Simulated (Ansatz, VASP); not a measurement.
## YCu6ClO8: VASP beside Ansatz

File INCAR:

```
PREC = Accurate ; ENCUT = 520
EDIFF = 1E-8 ; ISMEAR = -1
SIGMA = 0.02 ; LREAL = Auto
LASPH = T ; NELM = 100
ALGO = Normal ; ISIF = 2
LWAVE = F ; LCHARG = F
GGA = PE ; LEFG = T
NBANDS = 80
```

The input KPOINTS:

```
regular mesh
0
Gamma
  4 4 4
```

Contents of POSCAR:

```
YCu6ClO8
1.0
    0.0000000000      4.6462890000      4.6462890000
    4.6462890000      0.0000000000      4.6462890000
    4.6462890000      4.6462890000      0.0000000000
Y Cu Cl O
1 6 1 8
Direct
    0.0000000000      0.0000000000      0.0000000000
    0.0000000000      0.0000000000      0.5000000000
    0.5000000000      0.0000000000      0.5000000000
    0.0000000000      0.5000000000      0.5000000000
    0.5000000000      0.5000000000      0.0000000000
    0.0000000000      0.5000000000      0.0000000000
    0.5000000000      0.0000000000      0.0000000000
    0.5000000000      0.5000000000      0.5000000000
    0.8555030000      0.8555030000      0.4334910000
    0.8555030000      0.4334910000      0.8555030000
    0.4334910000      0.8555030000      0.8555030000
    0.8555030000      0.8555030000      0.8555030000
    0.1444970000      0.1444970000      0.5665090000
    0.1444970000      0.5665090000      0.1444970000
    0.5665090000      0.1444970000      0.1444970000
    0.1444970000      0.1444970000      0.1444970000
```

Input for Ansatz:

```yaml
crystal:
  lattice:
    - [0.0, 4.646289, 4.646289]
    - [4.646289, 0.0, 4.646289]
    - [4.646289, 4.646289, 0.0]
  atoms:
    - { symbol: "Y", position: [0.0, 0.0, 0.0] }
    - { symbol: Cu, position: [0.0, 0.0, 0.5] }
    - { symbol: Cu, position: [0.5, 0.0, 0.5] }
    - { symbol: Cu, position: [0.0, 0.5, 0.5] }
    - { symbol: Cu, position: [0.5, 0.5, 0.0] }
    - { symbol: Cu, position: [0.0, 0.5, 0.0] }
    - { symbol: Cu, position: [0.5, 0.0, 0.0] }
    - { symbol: Cl, position: [0.5, 0.5, 0.5] }
    - { symbol: O, position: [0.855503, 0.855503, 0.433491] }
    - { symbol: O, position: [0.855503, 0.433491, 0.855503] }
    - { symbol: O, position: [0.433491, 0.855503, 0.855503] }
    - { symbol: O, position: [0.855503, 0.855503, 0.855503] }
    - { symbol: O, position: [0.144497, 0.144497, 0.566509] }
    - { symbol: O, position: [0.144497, 0.566509, 0.144497] }
    - { symbol: O, position: [0.566509, 0.144497, 0.144497] }
    - { symbol: O, position: [0.144497, 0.144497, 0.144497] }
kpoints:
  mp_grid: { grid: [4, 4, 4] }
scf:
  occupations: { method: fermi_dirac, width: 0.02 }
hamiltonian:
  xc: pbe
  pseudopotentials: { kind: paw }
output:
  forces: true
  stress: true
  populations: true
  efg:
    quadrupole_moments_barn: { Cu: -0.22, Cl: -0.08112, O: -0.02558 }
    contact_densities: true
```

Alike in both runs: task electric field gradients; functional PBE; k mesh 4 × 4 × 4; occupations fermi-dirac, width 0.02 eV; no spin polarisation.

|  | VASP | Ansatz |
| --- | --- | --- |
| version | VASP 6.6.1 | Ansatz 0.2.0 |
| potentials or method | VASP PAW PBE potentials, release 64 (Y_sv, Cu, Cl, O) | plane-wave PAW, scalar-relativistic |
| plane-wave cutoff (eV) | 520 | 420 |
| valence electrons in the cell | 132 | 180 |

VASP gave:

```
pressure (GPa)                                       : 0.1
rms of the force components (eV/Å)                   : 0.036
size of Vzz on the site where it differs most (V/Å²) : 57.8
```

Question: Estimate Ansatz's values.

Answer: Pressure (GPa): -0.4; rms of the force components (eV/Å): 0.021; size of Vzz on the site where it differs most (V/Å²): 50.9.

Atom by atom the forces differ by 0.016 eV/Å (rms over components). VASP's potentials hold 132 valence electrons a cell and Ansatz's 180, so a difference there can come from the potentials and not from the codes.
